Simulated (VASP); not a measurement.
Wanted: the native input for a VASP 6.6.1 run.

```
Task                   : single point
Functional             : PBEsol
Potentials or basis    : VASP PAW PBE potentials, release 64 (Pd)
Cutoff                 : 520 eV
k mesh                 : 8 × 8 × 4
Occupations            : fermi-dirac, width 0.05 eV
Spin                   : no spin polarisation
Dipole correction      : no
Further INCAR settings : ALGO = Normal; EDIFF = 1e-06; NBANDS = 17
```

The structure of Pd lies in POSCAR:

```
Pd
1.0
    2.7836650458      0.0000000000      0.0000000000
   -1.3918325229      2.4107246453      0.0000000000
    0.0000000000      0.0000000000      4.6288930000
Pd
2
Direct
    0.3333333333      0.6666666667      0.2500000000
    0.6666666667      0.3333333333      0.7500000000
```

One way to write it, as run:

INCAR

```
  PREC = Accurate
  ENCUT = 520
  EDIFF = 1E-6
  ISMEAR = -1
  SIGMA = 0.05
  LREAL = F
  LASPH = T
  NELM = 80
  ALGO = Normal
  ISIF = 2
  LWAVE = F
  LCHARG = F
  GGA = PS
  NBANDS = 17
```

KPOINTS

```
Automatic mesh
0
Gamma
  8 8 4
```

Potentials or basis: VASP PAW PBE potentials, release 64 (Pd).

The run is started by

```sh
$ cat potpaw_PBE.64/Pd/POTCAR > POTCAR
$ mpirun -np 1 vasp_std > vasp.out
```

It gave:

| Item | Value |
| --- | --- |
| Pressure | -10.5 GPa |
| Band gap on the k mesh | zero (band 10 reaches 8.96 eV, above the bottom of band 11 at 8.13 eV) |

Caveat: the PAW data sets were made with another functional, which shifts forces and pressure a little.

Run time: 6.1 s on 1 thread of Intel(R) Xeon(R) 6975P-C (Granite Rapids), with other jobs on the host, peak memory 0.15 GiB.
